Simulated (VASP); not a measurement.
Runs of VASP 6.6.1 on WC (Qusongite). The structure is that of space group P-6m2 (No. 187), or close to it. The cells are those of the table. 

```tsv
cell	gap on the mesh (eV)	pressure (GPa)
a = 2.906, b = 2.907, c = 2.695 Å, angles 90.0, 90.0, 120.0°, 2 atoms	none	33.7
a = 2.906, b = 2.907, c = 2.908 Å, angles 90.0, 90.0, 120.0°, 2 atoms	none	(a)
a = 2.906, b = 2.907, c = 2.978 Å, angles 90.0, 90.0, 120.0°, 2 atoms	none	-12.7
a = 2.906, b = 2.907, c = 2.766 Å, angles 90.0, 90.0, 120.0°, 2 atoms	none	19.1
```

Alike in all rows: task single point; level PBE; potentials or basis VASP PAW PBE potentials, release 64 (W_sv, C); no spin polarisation; k mesh 14 × 14 × 12; cutoff (eV) 520; smearing methfessel-paxton 0.1 eV.

Task: Estimate the missing entries.

Result: (a) -3.8.

Caveats: spin-orbit coupling is left out, which moves the levels of the heavy elements.

A k mesh can miss the band edges, and the runs leave out spin-orbit coupling on W.

A gap of «none» marks levels without a gap at the run's occupations.
